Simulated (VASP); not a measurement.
## InAs: relaxation of cell and atoms with PBE

The system is InAs.

```
CELL_PARAMETERS angstrom
0.00000 3.01800 3.01800
3.01800 0.00000 3.01800
3.01800 3.01800 0.00000
ATOMIC_POSITIONS crystal
In 0.00000 0.00000 0.00000
As 0.75000 0.75000 0.75000
```

- Program: VASP 6.6.1
- Task: relaxation of cell and atoms
- Functional: PBE
- Potentials or basis: VASP PAW PBE potentials, release 64 (In_d, As)
- Cutoff: 600 eV
- k mesh: 6 × 6 × 6
- Occupations: fermi-dirac, width 0.05 eV
- Spin: non-collinear spin, zero start, spin-orbit coupling
- Starting moments: [[0.0, 0.0, 0.0], [0.0, 0.0, 0.0]] μB
- Dipole correction: no
- Further INCAR settings: ALGO = Normal; EDIFF = 1e-06; IBRION = 2; EDIFFG = -0.005; NSW = 80; ISIF = 3

```json
{"Relaxed volume": "29.65 Å³/atom", "Relaxed cell": "a = 4.377 Å, b = 4.377 Å, c = 4.377 Å, α = 60.00°, β = 60.00°, γ = 60.00°", "Space group after relaxing (to 0.1 Å)": "F-43m (No. 216)", "Energy gained by relaxing": "27.7 meV/atom", "Ionic steps": "3", "Pressure after relaxing": "0.0 GPa", "Net moment": "0.00 μB per cell", "Valence electrons inside the program's atomic spheres": "In 11.40; As 2.77"}
```

The path:
```
step  energy change (eV)  largest force (eV/Å)  pressure (GPa)  volume (Å³)
   1              0.0000                0.0000            4.41        54.98
   2             -0.0466                0.0000           -1.46        61.22
   3             -0.0554                0.0000            0.01        59.29
```

Final structure:
```cif
data_structure
_symmetry_space_group_name_H-M 'P 1'
_symmetry_Int_Tables_number 1
_cell_length_a 4.3770
_cell_length_b 4.3770
_cell_length_c 4.3770
_cell_angle_alpha 60.000
_cell_angle_beta 60.000
_cell_angle_gamma 60.000
_cell_volume 59.29
loop_
_atom_site_label
_atom_site_type_symbol
_atom_site_fract_x
_atom_site_fract_y
_atom_site_fract_z
_atom_site_occupancy
In1 In 0.00000 0.00000 0.00000 1
As1 As 0.75000 0.75000 0.75000 1
```

Moments on the atoms (μB; x, y, z):
```
In  0.00 0.00 0.00
As  0.00 0.00 0.00
```

Run time: 9.1 min on 1 thread of Intel Xeon 8259CL, on a shared host, peak memory 0.42 GiB.

PBE usually gives volumes a little too large and moduli too small. Zero-point motion and thermal expansion aren't in these numbers.
